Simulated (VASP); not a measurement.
# ZrC (CsCl type) (Pm-3m) in VASP: notebook

The runs below take ZrC (CsCl type) through single point, with PBE.

Everything below comes from runs of VASP 6.6.1. Logs are shortened: lines on timing, memory, paths and dates and some standing lists are left out, and cuts for length are marked.

## (1) The cell of the first run

It takes space group Pm-3m (No. 221, cubic). Conventional cell: a = 2.153 Å, b = 2.153 Å, c = 2.153 Å, α = 90.00°, β = 90.00°, γ = 90.00°. Within 2.5 Å of Zr (site symmetry m-3m) lie 8 C at 1.86 Å and 6 Zr at 2.15 Å. Within 2.5 Å of C (site symmetry m-3m) lie 8 Zr at 1.86 Å and 6 C at 2.15 Å.

## (2) Single point, PBE (volume scaled by 0.4, source ansatz)

File INCAR:

```
SYSTEM = ZrC
  PREC = Accurate
  ENCUT = 520
  EDIFF = 1E-6
  ISMEAR = -1
  SIGMA = 0.1
  LREAL = .False.
  LASPH = .True.
  NELM = 60
  ALGO = Normal
  ISIF = 2
  LWAVE = .False.
  LCHARG = .False.
  GGA = PE
  NBANDS = 15
```

File KPOINTS:

```
regular mesh
0
Gamma
  14 14 14
  0 0 0
```

File POSCAR:

```
ZrC
1.0
    2.1532682054      0.0000000000      0.0000000000
    0.0000000000      2.1532682054      0.0000000000
    0.0000000000      0.0000000000      2.1532682054
Zr C
1 1
Direct
    0.0000000000      0.0000000000      0.0000000000
    0.5000000000      0.5000000000      0.5000000000
```

Potentials or basis: VASP PAW PBE potentials, release 64 (Zr_sv, C).

On the command line:

```bash
$ cat potpaw_PBE.64/Zr_sv/POTCAR potpaw_PBE.64/C/POTCAR > POTCAR
$ mpirun -np 1 vasp_std > vasp.out
```

OUTCAR:

```text
SYSTEM = ZrC
   PREC = Accurate
   ENCUT = 520
   EDIFF = 1E-6
   ISMEAR = -1
   LREAL = .False.
   LASPH = .True.
   NELM = 60
   ISIF = 2
   GGA = PE

 ion  position               nearest neighbor table
   1  0.000  0.000  0.000-   2 1.86   2 1.86   2 1.86   2 1.86   2 1.86   2 1.86   2 1.86   2 1.86

   2  0.500  0.500  0.500-   1 1.86   1 1.86   1 1.86   1 1.86   1 1.86   1 1.86   1 1.86   1 1.86

  LATTYP: Found a simple cubic cell.
 ALAT       =     2.1532682054

  Lattice vectors:

 A1 = (   2.1532682054,   0.0000000000,   0.0000000000)
 A2 = (   0.0000000000,   2.1532682054,   0.0000000000)
 A3 = (   0.0000000000,   0.0000000000,   2.1532682054)

Analysis of symmetry for initial positions (statically):
=====================================================================
 Subroutine PRICEL returns:
 Original cell was already a primitive cell.

 Routine SETGRP: Setting up the symmetry group for a
 simple cubic supercell.

 Subroutine GETGRP returns: Found 48 space group operations
 (whereof 48 operations were pure point group operations)
 out of a pool of 48 trial point group operations.

The static configuration has the point symmetry O_h .

Analysis of symmetry for dynamics (positions and initial velocities):
=====================================================================
 Subroutine PRICEL returns:
 Original cell was already a primitive cell.

 Routine SETGRP: Setting up the symmetry group for a
 simple cubic supercell.

 Subroutine GETGRP returns: Found 48 space group operations
 (whereof 48 operations were pure point group operations)
 out of a pool of 48 trial point group operations.

The dynamic configuration has the point symmetry O_h .

 Subroutine INISYM returns: Found 48 space group operations
 (whereof 48 operations are pure point group operations),
 and found     1 'primitive' translations

----------------------------------------------------------------------------------------

                                     Primitive cell

  volume of cell :       9.9838

  direct lattice vectors                    reciprocal lattice vectors
     2.153268205  0.000000000  0.000000000     0.464410331  0.000000000  0.000000000
     0.000000000  2.153268205  0.000000000     0.000000000  0.464410331  0.000000000
     0.000000000  0.000000000  2.153268205     0.000000000  0.000000000  0.464410331

  length of vectors
     2.153268205  2.153268205  2.153268205     0.464410331  0.464410331  0.464410331

  position of ions in fractional coordinates (direct lattice)
     0.000000000  0.000000000  0.000000000
     0.500000000  0.500000000  0.500000000

  ion indices of the primitive-cell ions
   primitive index   ion index
                 1           1
                 2           2

----------------------------------------------------------------------------------------

 KPOINTS: regular mesh

Automatic generation of k-mesh.
 Grid dimensions read from file:
 generate k-points for:   14   14   14

 Generating k-lattice:

  Cartesian coordinates                     Fractional coordinates (reciprocal lattice)
     0.033172166  0.000000000  0.000000000     0.071428571  0.000000000  0.000000000
     0.000000000  0.033172166  0.000000000     0.000000000  0.071428571  0.000000000
     0.000000000  0.000000000  0.033172166     0.000000000  0.000000000  0.071428571

  Length of vectors
     0.033172166  0.033172166  0.033172166

  Shift w.r.t. Gamma in fractional coordinates (k-lattice)
     0.000000000  0.000000000  0.000000000

 Subroutine IBZKPT returns following result:
 ===========================================

 Found    120 irreducible k-points:

 Following reciprocal coordinates:
            Coordinates               Weight
  0.000000  0.000000  0.000000      1.000000
  0.071429  0.000000  0.000000      6.000000
  0.142857  0.000000  0.000000      6.000000
  0.214286  0.000000  0.000000      6.000000
  0.285714  0.000000  0.000000      6.000000
  0.357143  0.000000  0.000000      6.000000
[... 16 lines left out ...]
  0.285714  0.214286  0.000000     24.000000
  0.357143  0.214286  0.000000     24.000000
 [... further k-points ...]
   k-points           NKPTS =    120   k-points in BZ     NKDIM =    120   number of bands    NBANDS=     15
   number of dos      NEDOS =    301   number of ions     NIONS =      2
   total plane-waves  NPLWV =   4096
   dimension x,y,z NGX =    16 NGY =   16 NGZ =   16
   dimension x,y,z NGXF=    32 NGYF=   32 NGZF=   32
   ions per type =               1   1
   NGX,Y,Z   is equivalent  to a cutoff of  12.35, 12.35, 12.35 a.u.
   NGXF,Y,Z  is equivalent  to a cutoff of  24.71, 24.71, 24.71 a.u.
 SYSTEM =  ZrC
   PREC   = accura    normal or accurate (medium, high low for compatibility)
   ISTART =      0    job   : 0-new  1-cont  2-samecut
   ICHARG =      2    charge: 1-file 2-atom 10-const
   ISPIN  =      1    spin polarized calculation?
   LNONCOLLINEAR =      F non collinear calculations
   LSORBIT =      F    spin-orbit coupling
   LASPH  =      T    aspherical Exc in radial PAW
   ENCUT  =  520.0 eV  38.22 Ry    6.18 a.u.   4.00  4.00  4.00*2*pi/ulx,y,z
   NELM   =     60;   NELMIN=  2; NELMDL= -5     # of ELM steps
   EDIFF  = 0.1E-05   stopping-criterion for ELM
   LREAL  =      F    real-space projection
   EDIFFG = 0.1E-04   stopping-criterion for IOM
   NSW    =      0    number of steps for IOM
   IBRION =     -1    ionic relax: 0-MD 1-quasi-New 2-CG
   NFREE  =      0    steps in history (QN), initial steepest desc. (CG)
   ISIF   =      2    stress and relaxation
   ISYM   =      2    0-nonsym 1-usesym 2-fastsym
   POTIM  = 0.5000    time-step for ionic-motion
   TEBEG  =    0.0;   TEEND  =   0.0 temperature during run
   PSTRESS=    0.0 pullay stress
   NELECT =      16.0000    total number of electrons
   NUPDOWN=      -1.0000    fix difference up-down
   EMIN   =  10.00;   EMAX   =-10.00  energy-range for DOS
   EFERMI =   0.00;   METHOD = LEGACY
   ISMEAR =    -1;   SIGMA  =   0.10  broadening in eV -4-tet -1-fermi 0-gaus
   EFERMI_NEDOS =   21; number of points for ismear=-14 and -15
   IALGO  =     38    algorithm
   IMIX   =      4    mixing-type and parameters
     AMIX     =   0.40;   BMIX     =  1.00
     AMIX_MAG =   1.60;   BMIX_MAG =  1.00
  volume/ion in A,a.u.               =       4.99        33.69
  Fermi-wavevector in a.u.,A,eV,Ry     =   1.915799  3.620336 49.937290  3.670287
  Thomas-Fermi vector in A             =   2.951406
   LORBIT       =      0    0 simple, 1 ext, 2 COOP (PROOUT), +10 PAW based schemes
   GGA     = PE    functional components
   LHFCALC =     F    Hartree Fock is set to
   AEXX    =    0.0000 exact exchange contribution
   IVDW    =     0    specifies the selected vdW correction
   LEPSILON=     F    determine dielectric tensor
   LRPA    =     F    only Hartree local field effects (RPA)
 non-spin polarized calculation
  energy-cutoff  :      520.00
  volume of cell :        9.98
 maximum number of plane-waves:       286
   NGX =  9   NGY =  9   NGZ =  9

 number of electron      16.0000001 magnetization

 Free energy of the ion-electron system (eV)
  ---------------------------------------------------
  ext. energy  EPLUGINS =         0.00000000
  ---------------------------------------------------
  free energy    TOTEN  =         5.88618447 eV

  energy without entropy =        5.91930973  energy(sigma->0) =        5.90274710

 E-fermi :  27.0623     XC(G=0): -17.7556

 val. band max:       27.0612412501   @ k =   0.4286   0.2857   0.0714
 cond. band min:      27.0639632308   @ k =   0.2143   0.2143   0.1429
 fundamental gap:      0.0027219807
 Fermi energy:        27.0622658687

 k-point     1 :       0.0000    0.0000    0.0000
  band No.  band energies     occupation
      1     -25.5397      2.00000
      2       2.6710      2.00000
      3       2.6710      2.00000
      4       2.6710      2.00000
      5      14.1116      2.00000
      6      19.2053      2.00000
      7      19.2053      2.00000
      8      30.8817      0.00000
      9      30.8817      0.00000
     10      30.8817      0.00000
     11      39.1252      0.00000
     12      39.1252      0.00000
     13      39.1252      0.00000
     14      53.3500      0.00000
     15      53.3500      0.00000

 k-point     2 :       0.0714    0.0000    0.0000
  band No.  band energies     occupation
      1     -25.4404      2.00000
      2       1.8086      2.00000
      3       2.7541      2.00000
      4       2.7541      2.00000
      5      14.5052      2.00000
      6      19.3213      2.00000
      7      20.0030      2.00000
      8      30.2526      0.00000
      9      30.2526      0.00000
     10      30.5895      0.00000
     11      39.2111      0.00000
     12      39.4514      0.00000
     13      39.4514      0.00000
     14      49.7491      0.00000
     15      53.8154      0.00000

 k-point     3 :       0.1429    0.0000    0.0000
  band No.  band energies     occupation
      1     -25.1508      2.00000
      2      -0.1988      2.00000
      3       2.9942      2.00000
      4       2.9942      2.00000
      5      15.2368      2.00000
      6      19.6615      2.00000
      7      22.1528      2.00000
      8      28.7183      0.00000
      9      28.7183      0.00000
     10      29.9287      0.00000
     11      39.4597      0.00000
     12      40.2258      0.00000
     13      40.2258      0.00000
     14      45.9794      0.00000
     15      54.9843      0.00000

 k-point     4 :       0.2143    0.0000    0.0000
  band No.  band energies     occupation
      1     -24.6991      2.00000
      2      -2.5400      2.00000
      3       3.3618      2.00000
      4       3.3618      2.00000
      5      15.9917      2.00000
      6      20.1997      2.00000
      7      24.4280      2.00000
      8      26.8476      1.79066
      9      26.8476      1.79066
     10      29.8514      0.00000
     11      39.8418      0.00000
     12      41.2063      0.00000
     13      41.2063      0.00000
     14      42.6180      0.00000
     15      56.1312      0.00000
[... 307 lines left out ...]
 k-point    22 :       0.2143    0.2143    0.0000
  band No.  band energies     occupation
      1     -23.8576      2.00000
      2      -1.8358      2.00000
      3      -1.6687      2.00000
      4       3.9999      2.00000
      5      17.6466      2.00000
      6      20.4402      2.00000
      7      25.8521      1.99999
      8      26.2214      1.99955
      9      26.4750      1.99439
     10      31.0530      0.00000
     11      34.6096      0.00000
     12      40.1002      0.00000
     13      44.0844      0.00000
     14      47.8638      0.00000
     15      50.6538      0.00000

 k-point    23 :       0.2857    0.2143    0.0000
  band No.  band energies     occupation
      1     -23.2987      2.00000
      2      -3.9551      2.00000
      3      -1.2343      2.00000
      4       4.4030      2.00000
      5      17.1206      2.00000
      6      19.9017      2.00000
      7      25.4234      2.00000
      8      26.4339      1.99627
      9      27.2856      0.19355
     10      32.9835      0.00000
     11      34.1416      0.00000
     12      40.2838      0.00000
     13      43.0361      0.00000
     14      46.7606      0.00000
     15      51.1522      0.00000

 k-point    24 :       0.3571    0.2143    0.0000
  band No.  band energies     occupation
      1     -22.7271      2.00000
      2      -5.7735      2.00000
      3      -0.7145      2.00000
      4       4.7957      2.00000
      5      15.8454      2.00000
      6      20.4276      2.00000
      7      24.4930      2.00000
      8      26.5349      1.98980
      9      27.0652      0.98519
     10      34.4492      0.00000
     11      36.1666      0.00000
     12      40.8168      0.00000
     13      41.4998      0.00000
     14      45.4272      0.00000
     15      50.3225      0.00000

 [... further k-points ...]

------------------------ aborting loop because EDIFF is reached ----------------------------------------

  FORCE on cell =-STRESS in cart. coord.  units (eV):
  Direction    XX          YY          ZZ          XY          YZ          ZX
  --------------------------------------------------------------------------------------
  -------------------------------------------------------------------------------------
  Total       64.2815432     64.2815432     64.2815432     -0.0000000      0.0000000     -0.0000000
  in kB    10315.7900198  10315.7900198  10315.7900198     -0.0000000      0.0000000     -0.0000000
  external PRESSURE =   10315.7900198 kB  Pullay stress =       0.0000000 kB

 VOLUME and BASIS-vectors are now :
 -----------------------------------------------------------------------------
  energy-cutoff  :      520.00
  volume of cell :        9.98
      direct lattice vectors                 reciprocal lattice vectors
     2.153268205  0.000000000  0.000000000     0.464410331  0.000000000  0.000000000
     0.000000000  2.153268205  0.000000000     0.000000000  0.464410331  0.000000000
     0.000000000  0.000000000  2.153268205     0.000000000  0.000000000  0.464410331

 POSITION                                       TOTAL-FORCE (eV/Angst)
 -----------------------------------------------------------------------------------
      0.00000      0.00000      0.00000         0.000000      0.000000      0.000000
      1.07663      1.07663      1.07663         0.000000      0.000000      0.000000
 -----------------------------------------------------------------------------------
    total drift:                                0.000000      0.000000      0.000000

  FREE ENERGIE OF THE ION-ELECTRON SYSTEM (eV)
  ---------------------------------------------------
  free  energy   TOTEN  =         5.8861844706 eV

  energy  without entropy=        5.9193097253  energy(sigma->0) =        5.90274710
```

Run time: 6.6 s. Hardware: 1 thread of Intel Xeon 6975P-C (Granite Rapids), shared host; peak memory 0.13 GiB.

The run converged, but its numbers aren't listed here, since they failed a check.

(Continued in part 2 of 2.)
